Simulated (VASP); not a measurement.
# Na6S (Im-3m) in VASP: further runs, part 3 of 3

VASP 6.6.1.

### 6 Relaxation of cell and atoms, PBE

This run uses another cell than the first one, of 42.30 Å³/atom.

File INCAR:

```
ALGO = Normal
EDIFF = 1E-6
EDIFFG = -0.01
ENCUT = 600
GGA = PE
IBRION = 2
ISIF = 3
ISMEAR = 0
LASPH = True
LCHARG = False
LREAL = False
LWAVE = False
NELM = 80
NSW = 100
PREC = Accurate
SIGMA = 0.1
```

File KPOINTS:

```
k-points
0
Gamma
  6 6 6
```

File POSCAR:

```
Na6S
1.0
   -4.1987217270      4.1987217270      4.1987217270
    4.1987217270     -4.1987217270      4.1987217270
    4.1987217270      4.1987217270     -4.1987217270
Na S
6 1
Direct
    0.6850813940      0.6850813940      0.0000000000
    0.3149186060      0.3149186060      0.0000000000
    0.0000000000      0.3149186060      0.3149186060
    0.0000000000      0.6850813940      0.6850813940
    0.6850813940      0.0000000000      0.6850813940
    0.3149186060      0.0000000000      0.3149186060
    0.0000000000      0.0000000000      0.0000000000
```

Potentials or basis: VASP PAW PBE potentials, release 64 (Na_pv, S).

Command:

```console
> cat potpaw_PBE.64/Na_pv/POTCAR potpaw_PBE.64/S/POTCAR > POTCAR
> mpirun -np 1 vasp_std > vasp.out
```

OUTCAR:

```text
EDIFF = 1E-6
   EDIFFG = -0.01
   ENCUT = 600
   GGA = PE
   IBRION = 2
   ISIF = 3
   ISMEAR = 0
   LASPH = True
   LREAL = False
   NELM = 80
   NSW = 100
   PREC = Accurate

 ion  position               nearest neighbor table
   1  0.685  0.685  0.000-   7 2.64
   2  0.315  0.315  0.000-   7 2.64
   3  0.000  0.315  0.315-   7 2.64
   4  0.000  0.685  0.685-   7 2.64
   5  0.685  0.000  0.685-   7 2.64
   6  0.315  0.000  0.315-   7 2.64
   7  0.000  0.000  0.000-   1 2.64   2 2.64   3 2.64   4 2.64   5 2.64   6 2.64

  LATTYP: Found a body centered cubic cell.
 ALAT       =     8.3974434540

  Lattice vectors:

 A1 = (  -4.1987217270,   4.1987217270,   4.1987217270)
 A2 = (   4.1987217270,  -4.1987217270,   4.1987217270)
 A3 = (   4.1987217270,   4.1987217270,  -4.1987217270)

Analysis of symmetry for initial positions (statically):
=====================================================================
 Subroutine PRICEL returns:
 Original cell was already a primitive cell.

 Routine SETGRP: Setting up the symmetry group for a
 body centered cubic supercell.

 Subroutine GETGRP returns: Found 48 space group operations
 (whereof 48 operations were pure point group operations)
 out of a pool of 48 trial point group operations.

[... 154 lines left out ...]

--------------------------------------- Ionic step        1  -------------------------------------------

 number of electron      47.9999975 magnetization

 Free energy of the ion-electron system (eV)
  ---------------------------------------------------
  ext. energy  EPLUGINS =         0.00000000
  ---------------------------------------------------
  free energy    TOTEN  =       -13.88364752 eV

  energy without entropy =      -13.87212682  energy(sigma->0) =      -13.87788717

------------------------ aborting loop because EDIFF is reached ----------------------------------------

  FORCE on cell =-STRESS in cart. coord.  units (eV):
  Direction    XX          YY          ZZ          XY          YZ          ZX
  --------------------------------------------------------------------------------------
  -------------------------------------------------------------------------------------
  Total        0.3967908      0.3967908      0.3967908      0.0000000      0.0000000     -0.0000000
  in kB        2.1471426      2.1471426      2.1471426      0.0000000      0.0000000     -0.0000000
  external PRESSURE =       2.1471426 kB  Pullay stress =       0.0000000 kB
[... 274 lines left out ...]
--------------------------------------- Ionic step        8  -------------------------------------------

 number of electron      48.0000002 magnetization

 Free energy of the ion-electron system (eV)
  ---------------------------------------------------
  ext. energy  EPLUGINS =         0.00000000
  ---------------------------------------------------
  free energy    TOTEN  =       -13.88928204 eV

  energy without entropy =      -13.87778105  energy(sigma->0) =      -13.88353155

 E-fermi :   0.0661     XC(G=0):  -5.9390

 val. band max:       -0.0706593137   @ k =   0.1667   0.1667   0.1667
 cond. band min:       0.0671891402   @ k =  -0.3333   0.5000   0.1667
 fundamental gap:      0.1378484539
 Fermi energy:         0.0660619980

 k-point     1 :       0.0000    0.0000    0.0000
  band No.  band energies     occupation
      1     -24.9978      2.00000
      2     -24.9978      2.00000
      3     -24.9978      2.00000
      4     -24.9970      2.00000
      5     -24.9970      2.00000
      6     -24.9970      2.00000
[... 519 lines left out ...]
  FREE ENERGIE OF THE ION-ELECTRON SYSTEM (eV)
  ---------------------------------------------------
  free  energy   TOTEN  =       -13.8892820388 eV

  energy  without entropy=      -13.8777810544  energy(sigma->0) =      -13.88353155

 reached required accuracy - stopping structural energy minimisation
```

OSZICAR:

```text
N       E                     dE             d eps       ncg     rms          rms(c)
DAV:   1     0.401975781208E+03    0.40198E+03   -0.25792E+04   992   0.173E+03
DAV:   2     0.244194138758E+02   -0.37756E+03   -0.37089E+03   900   0.435E+02
DAV:   3    -0.139117147138E+02   -0.38331E+02   -0.37496E+02  1152   0.144E+02
DAV:   4    -0.157306532665E+02   -0.18189E+01   -0.18156E+01   976   0.222E+01
[... 66 lines left out ...]
DAV:   2    -0.138899025276E+02    0.18420E-02   -0.68818E-03   916   0.827E-01    0.171E-01
DAV:   3    -0.138893545183E+02    0.54801E-03   -0.11107E-03  1088   0.376E-01    0.614E-02
DAV:   4    -0.138892842008E+02    0.70318E-04   -0.71801E-05   944   0.559E-02    0.737E-03
DAV:   5    -0.138892825882E+02    0.16126E-05   -0.10327E-05   752   0.158E-02    0.721E-03
DAV:   6    -0.138892820388E+02    0.54942E-06   -0.80651E-07   500   0.122E-02
   8 F= -.13889282E+02 E0= -.13883532E+02  d E =-.129953E-02
```

Wall time 11 min (1 thread of Intel Xeon 8259CL, shared host); peak memory 0.59 GiB.

Results:

- Free energy: -13.8893 eV
- Relaxed volume: 43.48 Å³/atom
- Relaxed cell: a = 7.339 Å, b = 7.339 Å, c = 7.339 Å, α = 109.47°, β = 109.47°, γ = 109.47°
- Space group after relaxing (to 0.1 Å): Im-3m (No. 229)
- Energy gained by relaxing: 0.8 meV/atom
- Ionic steps: 8
- Pressure after relaxing: 0.0 GPa
- Largest force after relaxing: 0.004 eV/Å
- Band gap on the k mesh: zero (bands 24 and 25 overlap by 1.74 eV)

Forces on the atoms (eV/Å):
```
Na   0.000  0.000  0.004
Na   0.000  0.000 -0.004
Na  -0.004  0.000  0.000
Na   0.004  0.000  0.000
Na   0.000  0.004  0.000
Na   0.000 -0.004  0.000
S    0.000  0.000  0.000
```

The path:
```tsv
step	energy change (eV)	largest force (eV/Å)	pressure (GPa)	volume (Å³)
1	0.0000	0.0041	0.21	296.08
2	-0.0027	0.0135	0.14	298.52
3	-0.0043	0.0356	0.03	301.82
4	-0.0043	0.0407	-0.01	302.58
5	-0.0043	0.0387	0.02	302.39
6	-0.0049	0.0299	-0.01	302.89
7	-0.0052	0.0215	-0.01	303.37
8	-0.0056	0.0044	0.00	304.33
```

Final structure:
```yaml
crystal:
  lattice:
    - [-4.23736, 4.23736, 4.23736]
    - [4.23736, -4.23736, 4.23736]
    - [4.23736, 4.23736, -4.23736]
  atoms:
    - { symbol: Na, position: [0.68613, 0.68613, 0.00000] }
    - { symbol: Na, position: [0.31387, 0.31387, 0.00000] }
    - { symbol: Na, position: [0.00000, 0.31387, 0.31387] }
    - { symbol: Na, position: [0.00000, 0.68613, 0.68613] }
    - { symbol: Na, position: [0.68613, 0.00000, 0.68613] }
    - { symbol: Na, position: [0.31387, 0.00000, 0.31387] }
    - { symbol: S, position: [0.00000, 0.00000, 0.00000] }
```

Levels at points of the mesh, in eV from the Fermi level:
| k point | band 21 | band 22 | band 23 | band 24 | band 25 | band 26 | band 27 | band 28 |
| --- | --- | --- | --- | --- | --- | --- | --- | --- |
| (0.00, 0.00, 0.00) | -3.00 | -3.00 | -2.13 | 1.37 | 1.37 | 1.58 | 1.58 | 1.58 |
| (0.50, 0.00, 0.00) | -3.04 | -3.02 | -0.96 | -0.82 | 0.66 | 0.80 | 1.53 | 1.93 |
| (0.50, 0.50, 0.50) | -3.10 | -3.10 | -0.61 | -0.61 | 0.51 | 0.51 | 0.51 | 1.26 |

### 7 Overview

```csv
task,cell,k mesh,cutoff (eV),gap on the mesh (eV),pressure (GPa),relaxed volume (Å³/atom),largest force (eV/Å)
single point,"a = 6.330 Å, angles 109.5°, 7 atoms, atomic positions A",4 × 4 × 4,520,none,18.0,-,4.92
single point,"a = 7.272 Å, angles 109.5°, 7 atoms, atomic positions B",4 × 4 × 4,520,none,0.2,-,0.01
single point,"a = 7.339 Å, angles 109.5°, 7 atoms, atomic positions C",6 × 6 × 6,520,none,0.0,-,-
relaxation of cell and atoms,"relaxed from a = 6.330 Å, angles 109.5°, 7 atoms, atomic positions A",4 × 4 × 4,600,none,-0.1,43.35,0.04
relaxation of cell and atoms,"relaxed from a = 7.272 Å, angles 109.5°, 7 atoms, atomic positions B",6 × 6 × 6,600,none,0.0,43.48,-
```

Alike in all rows: level PBE; potentials or basis VASP PAW PBE potentials, release 64 (Na_pv, S); no spin polarisation; smearing gaussian 0.1 eV.

Caveats: the cell stands under pressure (at least some runs); forces of over 1 eV/Å act on the atoms, so gaps and moduli don't describe the material at rest (at least some runs); the volume moved by over 15 % at a fixed basis, so the end points are rough (at least some runs).

Absolute energies hang on the potentials; compare differences alone.

The gap in the log of VASP goes by the Fermi energy; the results here count the filled bands.